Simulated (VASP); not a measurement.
C, 8 atoms in the cell. Symmetry: P6_3/mmc, No. 194, hexagonal system. The conventional cell has a = 2.465 Å, b = 2.465 Å, c = 6.738 Å, α = 90.00°, β = 90.00°, γ = 120.00°. Within 1.9 Å of C (site symmetry -6m2) lie 3 C at 1.42 Å. Within 1.9 Å of C (site symmetry -6m2) lie 3 C at 1.42 Å. 

- Program: VASP 6.6.1
- Task: single point
- Functional: PBE
- Dispersion: D3(BJ)
- Potentials or basis: VASP PAW PBE potentials, release 64 (C)
- Cutoff: 520 eV
- k mesh: 22 × 22 × 4
- Occupations: gaussian, width 0.15 eV
- Spin: no spin polarisation
- Dipole correction: no
- Further INCAR settings: ALGO = Normal; EDIFF = 1e-07; NBANDS = 26

Potentials or basis: VASP PAW PBE potentials, release 64 (C).

Launch:

```console
$ cat potpaw_PBE.64/C/POTCAR > POTCAR
$ mpirun -np 1 vasp_std > vasp.out
```

Hardware: 1 thread of Oxide Virtual Turin-like Processor, on a shared host.

Question: Estimate the wall time of this run.

Answer: Wall time 3.7 min on 1 thread of Oxide Virtual Turin-like Processor, with other jobs on the host, peak memory 0.27 GiB. Counts: scf iterations 13, k points 156.
